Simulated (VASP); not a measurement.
# ZnSe (F-43m) in VASP: further runs

The runs below take ZnSe through single point, relaxation of cell and atoms, with PBEsol.

Everything below comes from runs of VASP 6.6.1. Logs are shortened: lines on timing, memory, paths and dates and some standing lists are left out, and cuts for length are marked.

### Step 1. The cell of the first run

Symmetry: F-43m, No. 216, cubic system. Conventional cell: a = 5.221 Å, b = 5.221 Å, c = 5.221 Å, α = 90.00°, β = 90.00°, γ = 90.00°. Zn (site symmetry -43m) has 4 Se at 2.26 Å within 3.0 Å. Within 3.0 Å of Se (site symmetry -43m) lie 4 Zn at 2.26 Å.

### Step 2. Single point, PBEsol

Contents of INCAR:

```
ALGO = Normal
EDIFF = 1E-6
ENCUT = 520
GGA = PS
ISIF = 2
ISMEAR = 0
LASPH = True
LCHARG = False
LREAL = False
LWAVE = False
NBANDS = 16
NELM = 60
PREC = Accurate
SIGMA = 0.02
```

Contents of KPOINTS:

```
k-points
0
Gamma
  10 10 10
```

Contents of POSCAR:

```
ZnSe
1.0
    0.0000000000      2.6102917640      2.6102917640
    2.6102917640      0.0000000000      2.6102917640
    2.6102917640      2.6102917640      0.0000000000
Zn Se
1 1
Direct
    0.0000000000      0.0000000000      0.0000000000
    0.7500000000      0.7500000000      0.7500000000
```

Potentials or basis: VASP PAW PBE potentials, release 64 (Zn, Se).

Launch:

```bash
cat potpaw_PBE.64/Zn/POTCAR potpaw_PBE.64/Se/POTCAR > POTCAR
mpirun -np 1 vasp_std > vasp.out
```

OUTCAR:

```text
EDIFF = 1E-6
   ENCUT = 520
   GGA = PS
   ISIF = 2
   ISMEAR = 0
   LASPH = True
   LREAL = False
   NELM = 60
   PREC = Accurate

 ion  position               nearest neighbor table
   1  0.000  0.000  0.000-   2 2.26   2 2.26   2 2.26   2 2.26
   2  0.750  0.750  0.750-   1 2.26   1 2.26   1 2.26   1 2.26

  LATTYP: Found a face centered cubic cell.
 ALAT       =     5.2205835280

  Lattice vectors:

 A1 = (   0.0000000000,   2.6102917640,   2.6102917640)
 A2 = (   2.6102917640,   0.0000000000,   2.6102917640)
 A3 = (   2.6102917640,   2.6102917640,   0.0000000000)

Analysis of symmetry for initial positions (statically):
=====================================================================
 Subroutine PRICEL returns:
 Original cell was already a primitive cell.

 Routine SETGRP: Setting up the symmetry group for a
 face centered cubic supercell.

 Subroutine GETGRP returns: Found 24 space group operations
 (whereof 24 operations were pure point group operations)
 out of a pool of 48 trial point group operations.

The static configuration has the point symmetry T_d .

Analysis of symmetry for dynamics (positions and initial velocities):
=====================================================================
 Subroutine PRICEL returns:
 Original cell was already a primitive cell.

 Routine SETGRP: Setting up the symmetry group for a
 face centered cubic supercell.

 Subroutine GETGRP returns: Found 24 space group operations
 (whereof 24 operations were pure point group operations)
 out of a pool of 48 trial point group operations.

The dynamic configuration has the point symmetry T_d .

 Subroutine INISYM returns: Found 24 space group operations
 (whereof 24 operations are pure point group operations),
 and found     1 'primitive' translations

----------------------------------------------------------------------------------------

                                     Primitive cell

  volume of cell :      35.5711

  direct lattice vectors                    reciprocal lattice vectors
     0.000000000  2.610291764  2.610291764    -0.191549468  0.191549468  0.191549468
     2.610291764  0.000000000  2.610291764     0.191549468 -0.191549468  0.191549468
     2.610291764  2.610291764  0.000000000     0.191549468  0.191549468 -0.191549468

  length of vectors
     3.691510014  3.691510014  3.691510014     0.331773412  0.331773412  0.331773412

  position of ions in fractional coordinates (direct lattice)
     0.000000000  0.000000000  0.000000000
     0.750000000  0.750000000  0.750000000

  ion indices of the primitive-cell ions
   primitive index   ion index
                 1           1
                 2           2

----------------------------------------------------------------------------------------

 KPOINTS: k-points

Automatic generation of k-mesh.
 Grid dimensions read from file:
 generate k-points for:   10   10   10

 Generating k-lattice:

  Cartesian coordinates                     Fractional coordinates (reciprocal lattice)
    -0.019154947  0.019154947  0.019154947     0.100000000  0.000000000  0.000000000
     0.019154947 -0.019154947  0.019154947     0.000000000  0.100000000  0.000000000
     0.019154947  0.019154947 -0.019154947     0.000000000  0.000000000  0.100000000

  Length of vectors
     0.033177341  0.033177341  0.033177341

  Shift w.r.t. Gamma in fractional coordinates (k-lattice)
     0.000000000  0.000000000  0.000000000

 Subroutine IBZKPT returns following result:
 ===========================================

 Found     47 irreducible k-points:

 Following reciprocal coordinates:
            Coordinates               Weight
  0.000000  0.000000  0.000000      1.000000
  0.100000  0.000000  0.000000      8.000000
  0.200000  0.000000  0.000000      8.000000
  0.300000  0.000000  0.000000      8.000000
  0.400000  0.000000  0.000000      8.000000
  0.500000  0.000000  0.000000      4.000000
[... 16 lines left out ...]
  0.300000  0.300000  0.000000      6.000000
  0.400000  0.300000  0.000000     24.000000
 [... further k-points ...]
   k-points           NKPTS =     47   k-points in BZ     NKDIM =     47   number of bands    NBANDS=     16
   number of dos      NEDOS =    301   number of ions     NIONS =      2
   total plane-waves  NPLWV =  21952
   dimension x,y,z NGX =    28 NGY =   28 NGZ =   28
   dimension x,y,z NGXF=    56 NGYF=   56 NGZF=   56
   ions per type =               1   1
   NGX,Y,Z   is equivalent  to a cutoff of  12.61, 12.61, 12.61 a.u.
   NGXF,Y,Z  is equivalent  to a cutoff of  25.22, 25.22, 25.22 a.u.
 SYSTEM =  unknown system
   PREC   = accura    normal or accurate (medium, high low for compatibility)
   ISTART =      0    job   : 0-new  1-cont  2-samecut
   ICHARG =      2    charge: 1-file 2-atom 10-const
   ISPIN  =      1    spin polarized calculation?
   LNONCOLLINEAR =      F non collinear calculations
   LSORBIT =      F    spin-orbit coupling
[... 107 lines left out ...]
  band No.  band energies     occupation
      1     -10.1311      2.00000
      2      -3.7307      2.00000
      3      -3.7307      2.00000
      4      -3.6299      2.00000
      5      -3.2060      2.00000
      6      -3.2060      2.00000
[... 8 lines left out ...]
     15      16.4856      0.00000
     16      16.4857      0.00000

 k-point     6 :       0.5000    0.0000    0.0000
  band No.  band energies     occupation
      1      -9.9744      2.00000
      2      -3.7225      2.00000
      3      -3.7225      2.00000
      4      -3.2332      2.00000
      5      -3.1953      2.00000
      6      -3.1953      2.00000
[... 8 lines left out ...]
     15      17.9994      0.00000
     16      17.9994      0.00000

 k-point     7 :       0.1000    0.1000    0.0000
  band No.  band energies     occupation
      1     -11.1411      2.00000
      2      -3.8918      2.00000
      3      -3.8326      2.00000
      4      -3.8326      2.00000
      5      -3.2454      2.00000
      6      -3.2211      2.00000
[... 8 lines left out ...]
     15      15.6863      0.00000
     16      16.0252      0.00000

 k-point     8 :       0.2000    0.1000    0.0000
  band No.  band energies     occupation
      1     -10.9193      2.00000
      2      -3.9141      2.00000
      3      -3.7939      2.00000
      4      -3.7904      2.00000
      5      -3.2580      2.00000
      6      -3.2142      2.00000
[... 8 lines left out ...]
     15      15.6386      0.00000
     16      16.4171      0.00000

 k-point     9 :       0.3000    0.1000    0.0000
  band No.  band energies     occupation
      1     -10.5605      2.00000
      2      -3.8955      2.00000
      3      -3.7459      2.00000
      4      -3.7412      2.00000
      5      -3.2545      2.00000
      6      -3.2049      2.00000
[... 8 lines left out ...]
     15      15.8555      0.00000
     16      15.8596      0.00000
[... 172 lines left out ...]
 k-point    19 :       0.5000    0.2000    0.0000
  band No.  band energies     occupation
      1      -9.8388      2.00000
      2      -3.7974      2.00000
      3      -3.6260      2.00000
      4      -3.4792      2.00000
      5      -3.1864      2.00000
      6      -3.0688      2.00000
[... 8 lines left out ...]
     15      18.0859      0.00000
     16      18.2359      0.00000

 k-point    20 :      -0.4000    0.2000    0.0000
  band No.  band energies     occupation
      1      -9.8019      2.00000
      2      -3.7500      2.00000
      3      -3.6367      2.00000
      4      -3.3667      2.00000
      5      -3.2166      2.00000
      6      -3.0294      2.00000
[... 8 lines left out ...]
     15      15.9879      0.00000
     16      17.7984      0.00000

 k-point    21 :      -0.3000    0.2000    0.0000
  band No.  band energies     occupation
      1     -10.0186      2.00000
      2      -3.7344      2.00000
      3      -3.6715      2.00000
      4      -3.6324      2.00000
      5      -3.2508      2.00000
      6      -3.1628      2.00000
[... 8 lines left out ...]
     15      16.8503      0.00000
     16      18.4481      0.00000

 k-point    22 :      -0.2000    0.2000    0.0000
  band No.  band energies     occupation
      1     -10.3660      2.00000
      2      -3.8290      2.00000
      3      -3.7364      2.00000
      4      -3.7254      2.00000
      5      -3.2646      2.00000
      6      -3.1854      2.00000
[... 8 lines left out ...]
     15      16.9941      0.00000
     16      18.3303      0.00000

 k-point    23 :       0.3000    0.3000    0.0000
  band No.  band energies     occupation
      1     -10.2351      2.00000
      2      -4.0362      2.00000
      3      -3.6128      2.00000
      4      -3.6128      2.00000
      5      -3.2828      2.00000
      6      -3.1716      2.00000
[... 8 lines left out ...]
     15      17.2254      0.00000
     16      20.5024      0.00000

 k-point    24 :       0.4000    0.3000    0.0000
  band No.  band energies     occupation
      1      -9.9423      2.00000
      2      -4.0220      2.00000
      3      -3.5547      2.00000
      4      -3.5500      2.00000
      5      -3.2187      2.00000
      6      -3.1628      2.00000
[... 8 lines left out ...]
     15      18.0509      0.00000
     16      20.1902      0.00000

 [... further k-points ...]
[... 5 lines left out ...]
  --------------------------------------------------------------------------------------
  -------------------------------------------------------------------------------------
  Total        5.6792419      5.6792419      5.6792419      0.0000000      0.0000000      0.0000000
  in kB      255.8019155    255.8019155    255.8019155      0.0000000      0.0000000      0.0000000
  external PRESSURE =     255.8019155 kB  Pullay stress =       0.0000000 kB

 VOLUME and BASIS-vectors are now :
 -----------------------------------------------------------------------------
  energy-cutoff  :      520.00
  volume of cell :       35.57
      direct lattice vectors                 reciprocal lattice vectors
     0.000000000  2.610291764  2.610291764    -0.191549468  0.191549468  0.191549468
     2.610291764  0.000000000  2.610291764     0.191549468 -0.191549468  0.191549468
     2.610291764  2.610291764  0.000000000     0.191549468  0.191549468 -0.191549468

 POSITION                                       TOTAL-FORCE (eV/Angst)
 -----------------------------------------------------------------------------------
      0.00000      0.00000      0.00000         0.000000      0.000000      0.000000
      3.91544      3.91544      3.91544        -0.000000     -0.000000     -0.000000
 -----------------------------------------------------------------------------------
    total drift:                               -0.000002     -0.000002     -0.000003

  FREE ENERGIE OF THE ION-ELECTRON SYSTEM (eV)
  ---------------------------------------------------
  free  energy   TOTEN  =        -6.1734879939 eV

  energy  without entropy=       -6.1734879939  energy(sigma->0) =       -6.17348799
```

Run time: 39 s. Hardware: 1 thread of Intel Xeon 6975P-C, shared host; peak memory 0.17 GiB.

What came out:

```
Free energy            : -6.1735 eV
Pressure               : 25.6 GPa
Band gap on the k mesh : 2.16 eV, indirect (least direct gap 2.24 eV)
```

Caveat: the PAW data sets were made with another functional, which shifts forces and pressure a little. As with any semilocal functional, this PBEsol gap is likely too small.

### Step 3. Single point, PBEsol

This run uses another cell than the first one, of 22.35 Å³/atom, 1.256 times its volume.

Contents of INCAR:

```
  ALGO = Normal
  EDIFF = 1E-6
  ENCUT = 520
  GGA = PS
  ISIF = 2
  ISMEAR = 0
  LASPH = T
  LCHARG = F
  LREAL = F
  LWAVE = F
  NBANDS = 16
  NELM = 80
  PREC = Accurate
  SIGMA = 0.02
```

Contents of KPOINTS:

```
k-points
0
Gamma
  8 8 8
```

Contents of POSCAR:

```
ZnSe
1.0
    0.0000000000      2.8166236776      2.8166236776
    2.8166236776      0.0000000000      2.8166236776
    2.8166236776      2.8166236776      0.0000000000
Zn Se
1 1
Direct
    0.0000000000      0.0000000000      0.0000000000
    0.7500000000      0.7500000000      0.7500000000
```

Potentials or basis: VASP PAW PBE potentials, release 64 (Zn, Se).

Launch:

```bash
cat potpaw_PBE.64/Zn/POTCAR potpaw_PBE.64/Se/POTCAR > POTCAR
mpirun -np 1 vasp_std > vasp.out
```

Wall time 59 s (1 thread of AMD EPYC 7R13, shared host); peak memory 0.15 GiB.

The run converged. Its results:

```yaml
Free_energy: -6.7731 eV
Pressure: 0.3 GPa
Band_gap_on_the_k_mesh: 1.24 eV, direct
```

Levels at points of the mesh, in eV from the valence-band top:
| k point | band 5 | band 6 | band 7 | band 8 | band 9 | band 10 | band 11 | band 12 | band 13 | band 14 |
| --- | --- | --- | --- | --- | --- | --- | --- | --- | --- | --- |
| (0.00, 0.00, 0.00) | -6.24 | -6.24 | 0.00 | 0.00 | 0.00 | 1.24 | 5.73 | 5.73 | 5.73 | 9.81 |
| (0.50, 0.00, 0.00) | -6.22 | -6.07 | -5.40 | -0.90 | -0.90 | 2.48 | 6.30 | 6.30 | 8.45 | 10.90 |
| (0.50, 0.50, 0.00) | -6.19 | -6.05 | -4.87 | -2.28 | -2.28 | 2.80 | 3.37 | 10.74 | 11.30 | 11.30 |

Caveat: the PAW data sets were made with another functional, which shifts forces and pressure a little. As with any semilocal functional, this PBEsol gap is likely too small.

### Step 4. Relaxation of cell and atoms, PBEsol

This run uses another cell than the first one, of 22.72 Å³/atom, 1.278 times its volume.

Contents of INCAR:

```
  PREC = Accurate
  ENCUT = 600
  EDIFF = 1E-7
  ISMEAR = 0
  SIGMA = 0.02
  LREAL = False
  LASPH = True
  NELM = 60
  ALGO = Normal
  ISIF = 3
  LWAVE = False
  LCHARG = False
  GGA = PS
  IBRION = 2
  NSW = 100
  EDIFFG = -0.005
```

Contents of KPOINTS:

```
regular mesh
0
Gamma
  8 8 8
```

Contents of POSCAR:

```
ZnSe
1.0
    0.0000000000      2.8324425407      2.8324425407
    2.8324425407      0.0000000000      2.8324425407
    2.8324425407      2.8324425407      0.0000000000
Zn Se
1 1
Direct
    0.0000000000      0.0000000000      0.0000000000
    0.7500000000      0.7500000000      0.7500000000
```

Launch:

```bash
cat potpaw_PBE.64/Zn/POTCAR potpaw_PBE.64/Se/POTCAR > POTCAR
mpirun -np 1 vasp_std > vasp.out
```

Run time: 1.8 min. Hardware: 1 thread of AMD EPYC 7R13, shared host; peak memory 0.17 GiB.

The run converged. Its results:

```
Free energy                            : -6.7732 eV
Relaxed volume                         : 22.43 Å³/atom
Relaxed cell                           : a = 3.988 Å, b = 3.988 Å, c = 3.988 Å, α = 60.00°, β = 60.00°, γ = 60.00°
Space group after relaxing (to 0.05 Å) : F-43m (No. 216)
Energy gained by relaxing              : 0.8 meV/atom
Ionic steps                            : 3
Pressure after relaxing                : 0.0 GPa
Band gap on the k mesh                 : 1.23 eV, direct
```

Step by step:
```
step  energy change (eV)  largest force (eV/Å)  pressure (GPa)  volume (Å³)
   1              0.0000                0.0000           -0.82        45.45
   2             -0.0014                0.0000            0.26        44.69
   3             -0.0015                0.0000            0.00        44.86
```

Final structure:
```yaml
crystal:
  lattice:
    - [0.00000, 2.82024, 2.82024]
    - [2.82024, 0.00000, 2.82024]
    - [2.82024, 2.82024, 0.00000]
  atoms:
    - { symbol: Zn, position: [0.00000, 0.00000, 0.00000] }
    - { symbol: Se, position: [0.75000, 0.75000, 0.75000] }
```

Levels at points of the mesh, in eV from the valence-band top:
```csv
k point,band 5,band 6,band 7,band 8,band 9,band 10,band 11,band 12,band 13
"(0.00, 0.00, 0.00)",-6.23,-6.23,0.00,0.00,0.00,1.23,5.73,5.73,5.73
"(0.50, 0.00, 0.00)",-6.21,-6.06,-5.38,-0.90,-0.90,2.47,6.30,6.30,8.44
"(0.50, 0.50, 0.00)",-6.18,-6.04,-4.85,-2.26,-2.26,2.80,3.37,10.71,11.27
```

Caveat: the PAW data sets were made with another functional, which shifts forces and pressure a little.

### Step 5. Single point, PBEsol (equal strain along all axes, cell held: -6.0 %)

Contents of INCAR:

```
ALGO = Normal ; EDIFF = 1E-6
ENCUT = 520 ; GGA = PS
ISIF = 2 ; ISMEAR = 0
LASPH = True ; LCHARG = True
LELF = True ; LREAL = False
LVHAR = True ; LWAVE = False
NBANDS = 26 ; NELM = 60
PREC = Accurate ; SIGMA = 0.02
```

Contents of KPOINTS:

```
k-points
0
Gamma
  8 8 6
```

Contents of POSCAR:

```
ZnSe
1.0
    2.6476262570      2.6476262570      0.0000000000
   -2.6476262570      2.6476262570      0.0000000000
    0.0000000000      0.0000000000      5.2952525139
Zn Se
2 2
Direct
    0.0000000000      0.0000000000      0.0000000000
    0.5000000000      0.5000000000      0.5000000000
    0.5000000000      0.0000000000      0.2500000000
    0.0000000000      0.5000000000      0.7500000000
```

Launch:

```bash
cat potpaw_PBE.64/Zn/POTCAR potpaw_PBE.64/Se/POTCAR > POTCAR
mpirun -np 1 vasp_std > vasp.out
```

Run time: 3.3 min. Hardware: 1 thread of AMD EPYC 7R13, shared host; peak memory 0.21 GiB.

The run converged. Its results:

```
Free energy            : -12.7756 eV
Pressure               : 19.0 GPa
Band gap on the k mesh : 2.04 eV
```

Levels at points of the mesh, in eV from the valence-band top:
```csv
k point,band 14,band 15,band 16,band 17,band 18,band 19,band 20,band 21,band 22,band 23
"(0.00, 0.00, 0.00)",-3.05,-3.05,0.00,0.00,0.00,2.04,2.29,3.20,5.59,5.59
"(0.50, 0.00, 0.00)",-4.97,-3.50,-3.50,-1.29,-1.29,4.40,4.40,6.65,6.65,7.17
"(0.50, 0.50, 0.00)",-5.74,-3.05,-3.05,-3.05,-3.05,2.29,2.29,3.20,3.20,12.31
"(0.00, 0.00, 0.50)",-3.24,-1.78,-1.78,-1.78,-1.78,3.47,3.47,4.45,4.45,8.47
"(0.50, 0.00, 0.50)",-6.67,-1.22,-1.22,-1.22,-1.22,2.78,2.78,6.18,6.18,6.18
"(0.50, 0.50, 0.50)",-5.82,-3.83,-3.83,-3.74,-3.74,5.32,5.32,6.43,6.43,7.27
```

Caveat: the cell differs from its parent crystal (equal strain along all axes, cell held: -6.0 %); the PAW data sets were made with another functional, which shifts forces and pressure a little. A k mesh can miss the band edges.

### Step 6. The runs side by side

```csv
task,cell,k mesh,cutoff (eV),gap on the mesh (eV),pressure (GPa)
single point,"a = 3.692 Å, angles 60.0°, 2 atoms",10 × 10 × 10,520,2.16,25.6
single point,"a = 3.983 Å, angles 60.0°, 2 atoms",8 × 8 × 8,520,1.24,0.3
relaxation of cell and atoms,"relaxed from a = 4.006 Å, angles 60.0°, 2 atoms",8 × 8 × 8,600,1.23,0.0
single point,"a = 3.744, b = 3.744, c = 5.295 Å, 4 atoms",8 × 8 × 6,520,2.04,19.0
```

Alike in all rows: level PBEsol; potentials or basis VASP PAW PBE potentials, release 64 (Zn, Se); no spin polarisation; smearing gaussian 0.02 eV.

Caveats: the PAW data sets were made with another functional, which shifts forces and pressure a little.

Total energies depend on the potentials used, so only differences within one code and one set of settings carry meaning.
